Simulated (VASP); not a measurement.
# Pd (Im-3m) in VASP: further runs

Pd is run at these levels: PBE; tasks: relaxation of cell and atoms.

All numbers are computed with VASP 6.6.1; they aren't measurements. Logs are shortened: lines on timing, memory, paths and dates and some standing lists are left out, and cuts for length are marked.

## Step 1: The cell of the first run

Symmetry: Im-3m, No. 229, cubic system. Conventional cell: a = 2.627 Å, b = 2.627 Å, c = 2.627 Å, α = 90.00°, β = 90.00°, γ = 90.00°. Within 3.0 Å of Pd (site symmetry m-3m) lie 14 Pd at 2.27 to 2.63 Å.

This isn't the form of Pd at room conditions, which is fcc.

## Step 2: Relaxation of cell and atoms, PBE, target pressure 350 GPa, at which the enthalpy is minimised

Input file INCAR:

```
SYSTEM = Pd
ALGO = Normal
EDIFF = 1E-7
EDIFFG = -0.005
ENCUT = 600
GGA = PE
IBRION = 2
ISIF = 3
ISMEAR = -1
LASPH = .TRUE.
LCHARG = .FALSE.
LREAL = .FALSE.
LWAVE = .FALSE.
NELM = 100
NSW = 60
PREC = Accurate
PSTRESS = 3500.0
SIGMA = 0.05
```

Input file KPOINTS:

```
k-points
0
G
  20 20 20
  0 0 0
```

Input file POSCAR:

```
Pd
1.0
   -1.3132844047      1.3132844047      1.3132844047
    1.3132844047     -1.3132844047      1.3132844047
    1.3132844047      1.3132844047     -1.3132844047
Pd
1
Direct
    0.0000000000      0.0000000000      0.0000000000
```

Potentials or basis: VASP PAW PBE potentials, release 64 (Pd).

Command:

```console
$ cat potpaw_PBE.64/Pd/POTCAR > POTCAR
$ mpirun -np 1 vasp_std > vasp.out
```

OUTCAR:

```text
SYSTEM = Pd
   EDIFF = 1E-7
   EDIFFG = -0.005
   ENCUT = 600
   GGA = PE
   IBRION = 2
   ISIF = 3
   ISMEAR = -1
   LASPH = .TRUE.
   LREAL = .FALSE.
   NELM = 100
   NSW = 60
   PREC = Accurate
   PSTRESS = 3500.0

 ion  position               nearest neighbor table
   1  0.000  0.000  0.000-

  LATTYP: Found a body centered cubic cell.
 ALAT       =     2.6265688094

  Lattice vectors:

 A1 = (  -1.3132844047,   1.3132844047,   1.3132844047)
 A2 = (   1.3132844047,  -1.3132844047,   1.3132844047)
 A3 = (   1.3132844047,   1.3132844047,  -1.3132844047)

Analysis of symmetry for initial positions (statically):
=====================================================================
 Subroutine PRICEL returns:
 Original cell was already a primitive cell.

 Routine SETGRP: Setting up the symmetry group for a
 body centered cubic supercell.

 Subroutine GETGRP returns: Found 48 space group operations
 (whereof 48 operations were pure point group operations)
 out of a pool of 48 trial point group operations.

The static configuration has the point symmetry O_h .

Analysis of symmetry for dynamics (positions and initial velocities):
=====================================================================
 Subroutine PRICEL returns:
 Original cell was already a primitive cell.

 Routine SETGRP: Setting up the symmetry group for a
 body centered cubic supercell.

 Subroutine GETGRP returns: Found 48 space group operations
 (whereof 48 operations were pure point group operations)
 out of a pool of 48 trial point group operations.

The dynamic configuration has the point symmetry O_h .

 Subroutine INISYM returns: Found 48 space group operations
 (whereof 48 operations are pure point group operations),
 and found     1 'primitive' translations

----------------------------------------------------------------------------------------

                                     Primitive cell

  volume of cell :       9.0602

  direct lattice vectors                    reciprocal lattice vectors
    -1.313284405  1.313284405  1.313284405     0.000000000  0.380724844  0.380724844
     1.313284405 -1.313284405  1.313284405     0.380724844  0.000000000  0.380724844
     1.313284405  1.313284405 -1.313284405     0.380724844  0.380724844  0.000000000

  length of vectors
     2.274675314  2.274675314  2.274675314     0.538426238  0.538426238  0.538426238

[... 85 lines left out ...]
   ISYM   =      2    0-nonsym 1-usesym 2-fastsym
   POTIM  = 0.5000    time-step for ionic-motion
   TEBEG  =    0.0;   TEEND  =   0.0 temperature during run
   PSTRESS= 3500.0 pullay stress
   NELECT =      10.0000    total number of electrons
   NUPDOWN=      -1.0000    fix difference up-down
   EMIN   =  10.00;   EMAX   =-10.00  energy-range for DOS
   EFERMI =   0.00;   METHOD = LEGACY
   ISMEAR =    -1;   SIGMA  =   0.05  broadening in eV -4-tet -1-fermi 0-gaus
   EFERMI_NEDOS =   21; number of points for ismear=-14 and -15
   IALGO  =     38    algorithm
   IMIX   =      4    mixing-type and parameters
     AMIX     =   0.40;   BMIX     =  1.00
     AMIX_MAG =   1.60;   BMIX_MAG =  1.00
  volume/ion in A,a.u.               =       9.06        61.14
  Fermi-wavevector in a.u.,A,eV,Ry     =   1.691853  3.197139 38.944877  2.862368
  Thomas-Fermi vector in A             =   2.773545
   LORBIT       =      0    0 simple, 1 ext, 2 COOP (PROOUT), +10 PAW based schemes
   GGA     = PE    functional components
   LHFCALC =     F    Hartree Fock is set to
   AEXX    =    0.0000 exact exchange contribution
   IVDW    =     0    specifies the selected vdW correction
   LEPSILON=     F    determine dielectric tensor
   LRPA    =     F    only Hartree local field effects (RPA)
 conjugate gradient relaxation of ions
 non-spin polarized calculation
  energy-cutoff  :      600.00
  volume of cell :        9.06
 maximum number of plane-waves:       321
   NGX =  9   NGY =  9   NGZ =  9

--------------------------------------- Ionic step        1  -------------------------------------------

 number of electron      10.0000000 magnetization

 number of electron       9.9999996 magnetization

 Free energy of the ion-electron system (eV)
  ---------------------------------------------------
  ext. energy  EPLUGINS =         0.00000000
  ---------------------------------------------------
  free energy    TOTEN  =        -1.05852955 eV

  energy without entropy =       -1.05530378  energy(sigma->0) =       -1.05691667

------------------------ aborting loop because EDIFF is reached ----------------------------------------

  FORCE on cell =-STRESS in cart. coord.  units (eV):
  Direction    XX          YY          ZZ          XY          YZ          ZX
  --------------------------------------------------------------------------------------
  -------------------------------------------------------------------------------------
  Total       20.0790482     20.0790482     20.0790482     -0.0000000     -0.0000000      0.0000000
  in kB     3550.7275728   3550.7275728   3550.7275728     -0.0000000     -0.0000000      0.0000000
  external PRESSURE =      50.7275728 kB  Pullay stress =    3500.0000000 kB
[... 98 lines left out ...]
--------------------------------------- Ionic step        4  -------------------------------------------

 number of electron       9.9999996 magnetization

 Free energy of the ion-electron system (eV)
  ---------------------------------------------------
  ext. energy  EPLUGINS =         0.00000000
  ---------------------------------------------------
  free energy    TOTEN  =        -1.12397807 eV

  energy without entropy =       -1.12073617  energy(sigma->0) =       -1.12235712

 E-fermi :  20.5470     XC(G=0): -16.4192

 val. band max:       20.5446241409   @ k =  -0.4000  -0.4500   0.1000
 cond. band min:      20.5665611949   @ k =  -0.2500   0.3500   0.0500
 fundamental gap:      0.0219370540
 Fermi energy:        20.5470026404

 k-point     1 :       0.0000    0.0000    0.0000
  band No.  band energies     occupation
      1       9.1530      2.00000
      2      14.3390      2.00000
      3      14.3390      2.00000
      4      14.3390      2.00000
      5      18.3417      2.00000
      6      18.3417      2.00000
      7      39.5398      0.00000
      8      39.5398      0.00000
      9      39.5398      0.00000
[... 265 lines left out ...]
 k-point    24 :       0.2500    0.1000    0.0000
  band No.  band energies     occupation
      1      11.2685      2.00000
      2      12.6557      2.00000
      3      15.3428      2.00000
      4      17.5637      2.00000
      5      18.9473      2.00000
      6      20.0343      1.99993
      7      38.6210      0.00000
      8      39.4641      0.00000
      9      44.6890      0.00000

 [... further k-points ...]
[... 5 lines left out ...]
  --------------------------------------------------------------------------------------
  -------------------------------------------------------------------------------------
  Total       19.8580043     19.8580043     19.8580043     -0.0000000     -0.0000000      0.0000000
  in kB     3500.1458863   3500.1458863   3500.1458863     -0.0000000     -0.0000000      0.0000000
  external PRESSURE =       0.1458863 kB  Pullay stress =    3500.0000000 kB
[... 20 lines left out ...]
  energy  without entropy=       -1.1207361686  energy(sigma->0) =       -1.12235712

  enthalpy is  TOTEN    =        18.7331985767 eV   P V=       19.8571766488

 reached required accuracy - stopping structural energy minimisation
```

Run time: 1.8 min. Hardware: 1 thread of Intel Xeon 8259CL, shared host; peak memory 0.15 GiB.

Results:

```yaml
Free_energy: -1.1240 eV
Relaxed_volume: 9.09 Å³/atom
Relaxed_cell: a = 2.277 Å, b = 2.277 Å, c = 2.277 Å, α = 109.47°, β = 109.47°, γ = 109.47°
Space_group_after_relaxing_to_0.1_Å: Im-3m (No. 229)
Energy_change_on_relaxing_the_run_minimises_the_enthalpy: -65.4 meV/atom
Ionic_steps: 4
Pressure_after_relaxing: 350.0 GPa
Band_gap_on_the_k_mesh: zero (bands 5 and 6 overlap by 3.97 eV)
```

Step by step:
```
step  energy change (eV)  largest force (eV/Å)  pressure (GPa)  volume (Å³)
   1              0.0000                0.0000          355.07         9.06
   2             -0.7719                0.0000          295.38         9.44
   3             -0.0668                0.0000          349.91         9.09
   4             -0.0654                0.0000          350.01         9.09
```

Final structure:
```xyz
1
Lattice="-1.3147 1.3147 1.3147 1.3147 -1.3147 1.3147 1.3147 1.3147 -1.3147" Properties=species:S:1:pos:R:3 pbc="T T T"
Pd    0.0000    0.0000    0.0000
```

Levels at points of the mesh, in eV from the Fermi level:
```tsv
k point	band 2	band 3	band 4	band 5	band 6	band 7	band 8	band 9
(0.00, 0.00, 0.00)	-6.21	-6.21	-6.21	-2.21	-2.21	18.99	18.99	18.99
(0.50, 0.00, 0.00)	-8.78	-2.14	-1.46	0.85	1.57	13.70	15.04	23.26
(0.50, 0.50, 0.50)	-11.26	0.62	0.62	0.62	11.45	11.45	11.45	23.88
```

Caveat: the cell is relaxed towards a set pressure, so the run minimises the enthalpy, not the energy.

## Step 3: Relaxation of cell and atoms, PBE, target pressure 350 GPa, at which the enthalpy is minimised

This run uses another cell than the first one, of 9.09 Å³/atom.

Input file INCAR:

```
SYSTEM = Pd
PREC     = Accurate       ! precision mode
ENCUT    = 600            ! plane-wave cutoff, eV
EDIFF    = 1E-6           ! SCF threshold, eV
ISMEAR   = -1             ! smearing method
SIGMA    = 0.05           ! smearing width, eV
LREAL    = .False.        ! projectors in reciprocal space
LASPH    = .True.         ! aspherical terms in the spheres
NELM     = 100            ! most SCF steps
ALGO     = Normal         ! electronic algorithm
ISIF     = 3              ! what is computed and relaxed
LWAVE    = .False.        ! write WAVECAR
LCHARG   = .False.        ! write CHGCAR
GGA      = PE             ! functional
IBRION   = 2              ! ionic algorithm
NSW      = 32             ! ionic steps
EDIFFG   = -0.005         ! ionic threshold
PSTRESS  = 3500.0
```

Input file KPOINTS:

```
Automatic mesh
0
Gamma
  20 20 20
  0 0 0
```

Input file POSCAR:

```
Pd
1.0
   -1.3148540090      1.3148540090      1.3148540090
    1.3148540090     -1.3148540090      1.3148540090
    1.3148540090      1.3148540090     -1.3148540090
Pd
1
Direct
    0.0000000000      0.0000000000      0.0000000000
```

Potentials or basis: VASP PAW PBE potentials, release 64 (Pd).

Command:

```console
$ cat potpaw_PBE.64/Pd/POTCAR > POTCAR
$ mpirun -np 1 vasp_std > vasp.out
```

Run time: 70 s. Hardware: 1 thread of Intel Xeon 8259CL, shared host; peak memory 0.15 GiB.

It converged, with:

```yaml
Free_energy: -1.1240 eV
Relaxed_volume: 9.09 Å³/atom
Relaxed_cell: a = 2.277 Å, b = 2.277 Å, c = 2.277 Å, α = 109.47°, β = 109.47°, γ = 109.47°
Space_group_after_relaxing_to_0.1_Å: Im-3m (No. 229)
Energy_change_on_relaxing_the_run_minimises_the_enthalpy: +6.1 meV/atom
Ionic_steps: 3
Pressure_after_relaxing: 350.1 GPa
Band_gap_on_the_k_mesh: zero (bands 5 and 6 overlap by 3.97 eV)
```

Step by step:
```tsv
step	energy change (eV)	largest force (eV/Å)	pressure (GPa)	volume (Å³)
1	0.0000	0.0000	349.55	9.09
2	0.0745	0.0000	355.26	9.06
3	0.0061	0.0000	350.06	9.09
```

Final structure:
```
CELL_PARAMETERS angstrom
-1.31472 1.31472 1.31472
1.31472 -1.31472 1.31472
1.31472 1.31472 -1.31472
ATOMIC_POSITIONS crystal
Pd 0.00000 0.00000 0.00000
```

Levels at points of the mesh, in eV from the Fermi level:
```csv
k point,band 1,band 2,band 3,band 4,band 5,band 6,band 7,band 8,band 9
"(0.00, 0.00, 0.00)",-11.39,-6.21,-6.21,-6.21,-2.21,-2.21,18.99,18.99,18.99
"(0.50, 0.00, 0.00)",-10.68,-8.78,-2.14,-1.46,0.85,1.57,13.70,15.04,23.26
"(0.50, 0.50, 0.50)",-11.26,-11.26,0.62,0.62,0.62,11.45,11.45,11.45,23.88
```

Caveat: the cell is relaxed towards a set pressure, so the run minimises the enthalpy, not the energy.

The gap in the log of VASP goes by the Fermi energy; the results here count the filled bands.